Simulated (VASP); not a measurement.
The system is Nb.

```
CELL_PARAMETERS angstrom
-1.66395 1.66395 1.66395
1.66395 -1.66395 1.66395
1.66395 1.66395 -1.66395
ATOMIC_POSITIONS crystal
Nb 0.00000 0.00000 0.00000
```

- Program: VASP 6.6.1
- Task: relaxation of cell and atoms
- Functional: PBEsol
- Potentials or basis: VASP PAW PBE potentials, release 64 (Nb_sv)
- Cutoff: 500 eV
- k mesh: 11 × 11 × 11
- Occupations: fermi-dirac, width 0.05 eV
- Spin: no spin polarisation

At the start: pressure -8.1 GPa; volume 18.43 Å³/atom.

**Question.** Where does the relaxation end?

**Answer.** Over 4 steps the energy falls by 22.7 meV/atom and the volume is 17.56 Å³/atom (-4.7 %); space group Im-3m (No. 229, to 0.05 Å).

Step by step:
```
step  energy change (eV)  largest force (eV/Å)  pressure (GPa)  volume (Å³)
   1              0.0000                0.0000           -8.12        18.43
   2              0.0606                0.0000           18.71        16.05
   3             -0.0227                0.0000           -0.25        17.59
   4             -0.0227                0.0000           -0.02        17.56
```

Final structure:
```
CELL_PARAMETERS angstrom
-1.63752 1.63752 1.63752
1.63752 -1.63752 1.63752
1.63752 1.63752 -1.63752
ATOMIC_POSITIONS crystal
Nb 0.00000 0.00000 0.00000
```

Caveat: the PAW data sets were made with another functional, which shifts forces and pressure a little.
